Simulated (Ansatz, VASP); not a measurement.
One calculation of NaCl, two programs

Contents of INCAR:

```
PREC = Accurate ; ENCUT = 520
EDIFF = 1E-6 ; ISMEAR = 0
SIGMA = 0.05 ; LREAL = False
LASPH = True ; NELM = 60
ALGO = Normal ; ISIF = 2
LWAVE = False ; LCHARG = False
GGA = PE ; NBANDS = 14
```

File KPOINTS:

```
regular mesh
0
Gamma
  8 8 8
```

POSCAR

```
NaCl
1.0
    0.0000000000      3.0582900000      2.9450200000
    3.0582900000      0.0000000000      2.9450200000
    3.0582900000      3.0582900000      0.0000000000
Na Cl
1 1
Direct
    0.0000000000      0.0000000000      0.0000000000
    0.5000000000      0.5000000000      0.5000000000
```

Input for Ansatz:

```yaml
crystal:
  lattice:
    - [0.0, 3.05829, 2.94502]
    - [3.05829, 0.0, 2.94502]
    - [3.05829, 3.05829, 0.0]
  atoms:
    - { symbol: Na, position: [0.0, 0.0, 0.0] }
    - { symbol: Cl, position: [0.5, 0.5, 0.5] }
basis:
  ecutwfc: 420
kpoints:
  mp_grid: { grid: [8, 8, 8] }
hamiltonian:
  xc: pbe
scf:
  occupations: { method: gaussian, width: 0.05 }
output:
  forces: true
  stress: true
  eigenvalues: true
```

Change from the starting cell: strain +0.080 along x and y, +0.040 along z, atoms carried along.

Alike in both runs: task single point; functional PBE; k mesh 8 × 8 × 8; occupations gaussian, width 0.05 eV; no spin polarisation.

|  | VASP | Ansatz |
| --- | --- | --- |
| version | VASP 6.6.1 | Ansatz 0.2.0 |
| potentials or method | VASP PAW PBE potentials, release 64 (Na_pv, Cl), cutoff 520 eV | scalar-relativistic, plane waves, PAW |
| valence electrons in the cell | 14 | 16 |

Ansatz gave:

- gap on the k mesh at the Fermi level (eV): 4.41
- least direct gap on the mesh (eV): 4.41
- pressure (GPa): -2.7
- traceless stress, the component that is largest in VASP (GPa): 0.23

What did VASP give for the same quantities?

gap on the k mesh at the Fermi level (eV): 4.41; least direct gap on the mesh (eV): 4.41; pressure (GPa): -2.8; traceless stress, the component that is largest in VASP (GPa): 0.24.

VASP's potentials hold 14 valence electrons a cell and Ansatz's 16, so a difference there can come from the potentials and not from the codes.
